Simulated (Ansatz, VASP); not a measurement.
## One calculation of BaTe, two programs

File INCAR:

```
ALGO     = Normal         # electronic algorithm
EDIFF    = 1E-7           # SCF threshold, eV
ENCUT    = 520            # plane-wave cutoff, eV
GGA      = PE             # functional
ISIF     = 2              # what is computed and relaxed
ISMEAR   = 0              # smearing method
LASPH    = True           # aspherical terms in the spheres
LCHARG   = False          # write CHGCAR
LREAL    = False          # projectors in reciprocal space
LWAVE    = False          # write WAVECAR
NBANDS   = 24             # bands
NELM     = 60             # most SCF steps
PREC     = Accurate       # precision mode
SIGMA    = 0.05           # smearing width, eV
```

The input KPOINTS:

```
k-points
0
Gamma
  8 8 4
```

POSCAR

```
BaTe
1.0
    5.9702102791      0.0000000000      0.0000000000
   -2.9851051396      5.2737608430      0.0000000000
    0.0000000000      0.0000000000      7.0024277399
Ba Te
2 2
Direct
    0.6666666667      0.3333333333      0.0625865676
    0.3333333333      0.6666666667      0.5625865676
    0.6666666667      0.3333333333      0.5626134324
    0.3333333333      0.6666666667      0.0626134324
```

Input for Ansatz:

```yaml
crystal:
  lattice:
    - [5.9702102791, 0.0, 0.0]
    - [-2.9851051396, 5.273760843, 0.0]
    - [0.0, 0.0, 7.0024277399]
  atoms:
    - { symbol: Ba, position: [0.6666666667, 0.3333333333, 0.0625865676] }
    - { symbol: Ba, position: [0.3333333333, 0.6666666667, 0.5625865676] }
    - { symbol: Te, position: [0.6666666667, 0.3333333333, 0.5626134324] }
    - { symbol: Te, position: [0.3333333333, 0.6666666667, 0.0626134324] }
basis:
  ecutwfc: 420
  ecutrho_ratio: 4
kpoints:
  mp_grid: { grid: [8, 8, 4] }
hamiltonian:
  xc: pbe
scf:
  occupations: { method: gaussian, width: 0.05 }
output:
  forces: true
  stress: true
  eigenvalues: true
```

Change from the starting cell: strain e2 = +0.02, atoms carried along.

Alike in both runs: task single point; functional PBE; k mesh 8 × 8 × 4; occupations gaussian, width 0.05 eV; no spin polarisation.

```csv
,VASP,Ansatz
version,VASP 6.6.1,Ansatz 0.2.0
potentials or method,"VASP PAW PBE potentials, release 64 (Ba_sv, Te), cutoff 520 eV","scalar-relativistic, plane waves, PAW"
valence electrons in the cell,32,52
```

VASP gave:

```
gap on the k mesh at the Fermi level (eV)                     : 1.94
least direct gap on the mesh (eV)                             : 2.24
pressure (GPa)                                                : -0.1
traceless stress, the component that is largest in VASP (GPa) : -0.33
rms of the force components (eV/Å)                            : 0.039
```

Task: What did Ansatz give for the same quantities?

Result: gap on the k mesh at the Fermi level (eV): 2.01; least direct gap on the mesh (eV): 2.29; pressure (GPa): -0.4; traceless stress, the component that is largest in VASP (GPa): -0.29; rms of the force components (eV/Å): 0.036.

Atom by atom the forces differ by 0.003 eV/Å (rms over components). VASP's potentials hold 32 valence electrons a cell and Ansatz's 52, so a difference there can come from the potentials and not from the codes.

Neither program's run includes spin-orbit coupling.
